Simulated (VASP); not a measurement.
The system is KF.

```
K F
1.0
     0.00000    2.67185    2.67185
     2.67185    0.00000    2.67185
     2.67185    2.67185    0.00000
K F
1 1
Cartesian
  0.0000 0.0000 0.0000
  2.6719 2.6719 2.6719
```

```yaml
Program: VASP 6.6.1
Task: relaxation of volume and atoms at fixed shape
Functional: PBE
Potentials_or_basis: VASP PAW PBE potentials, release 64 (K_sv, F)
Cutoff: 600 eV
k_mesh: 7 × 7 × 7
Occupations: fermi-dirac, width 0.01 eV
Spin: no spin polarisation
```

At the start: pressure 1.4 GPa; volume 19.07 Å³/atom.

Task: How do energy, volume and symmetry change on relaxing?

Result: Over 3 steps the energy falls by 3.5 meV/atom and the volume is 19.92 Å³/atom (+4.5 %); space group Fm-3m (No. 225, to 0.1 Å) before and after.

The path:
```tsv
step	energy change (eV)	largest force (eV/Å)	pressure (GPa)	volume (Å³)
1	0.0000	0.0000	1.38	38.15
2	-0.0056	0.0000	0.59	39.06
3	-0.0070	0.0000	-0.01	39.85
```

Final structure:
```yaml
crystal:
  lattice:
    - [0.00000, 2.71093, 2.71093]
    - [2.71093, 0.00000, 2.71093]
    - [2.71093, 2.71093, 0.00000]
  atoms:
    - { symbol: K, position: [0.00000, 0.00000, 0.00000] }
    - { symbol: F, position: [0.50000, 0.50000, 0.50000] }
```
